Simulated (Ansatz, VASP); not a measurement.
**Two plane-wave programs on Cd3HgS4**

```
Cd Hg S
1.0
    -2.97151    2.97151    5.94349
     2.97151   -2.97151    5.94349
     2.97151    2.97151   -5.94349
Cd Hg S
3 1 4
Cartesian
  0.0000 0.0000 5.9435
  2.9715 0.0000 2.9717
  0.0000 2.9715 2.9717
  0.0000 0.0000 0.0000
  1.4729 1.4729 4.4445
  1.4986 1.4986 -1.4990
  -1.4729 1.4729 7.4425
  1.4729 -1.4729 7.4425
```

Alike in both runs: functional PBE; k mesh 4 × 4 × 4; occupations gaussian, width 0.1 eV; no spin polarisation.

Ansatz relaxed the structure, and its values are those at the end. VASP's run is a single point on that final structure, the one shown.

|  | VASP | Ansatz |
| --- | --- | --- |
| version | VASP 6.6.1 | Ansatz 0.2.0 |
| potentials or method | VASP PAW PBE potentials, release 64 (Cd, Hg, S), cutoff 520 eV | scalar-relativistic, plane waves, PAW |
| valence electrons in the cell | 72 | 104 |

|  | VASP | Ansatz | Ansatz less VASP |
| --- | --- | --- | --- |
| gap on the k mesh at the Fermi level (eV) | 0.63 | 0.62 | -0.001 |
| least direct gap on the mesh (eV) | 0.63 | 0.62 | -0.001 |
| pressure (GPa) | 0.3 | 0.0 | -0.30 |
| rms of the force components (eV/Å) | 0.006 | 0.006 | -0.0007 |

VASP's potentials hold 72 valence electrons a cell and Ansatz's 104, so a difference there can come from the potentials and not from the codes.

Neither program's run includes spin-orbit coupling.
